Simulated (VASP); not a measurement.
The system is C.

```
C
1.0
     1.25737    0.72595    8.44506
    -1.25737    0.72595    8.44506
     0.00000   -1.45189    8.44506
C
4
Direct
  0.08717 0.08717 0.08717
  0.75385 0.75385 0.75385
  0.24615 0.24615 0.24615
  0.91283 0.91283 0.91283
```

Base run:

- Program: VASP 6.6.1
- Functional: PBEsol
- Potentials or basis: VASP PAW PBE potentials, release 64 (C)
- Cutoff: 520 eV
- k mesh: 12 × 12 × 12
- Occupations: fermi-dirac, width 0.05 eV
- Spin: no spin polarisation

Its results: pressure -13.2 GPa; largest force 0.004 eV/Å.

The run is repeated on the same cell with these changes: functional from PBEsol to LDA; potentials or basis from VASP PAW PBE potentials, release 64 (C) to VASP PAW LDA potentials, release 64 (C). What comes out?

Pressure -16.8 GPa; largest force 0.010 eV/Å.

Caveats: the stress differs along the axes, from -20 to -0 GPa (at least some runs); this functional lacks dispersion, which binds layers or chains, so the pressure and a relaxed spacing across them are unreliable (at least some runs); the PAW data sets were made with another functional, which shifts forces and pressure a little (at least some runs); the stress differs along the axes, from -25 to -1 GPa (at least some runs).
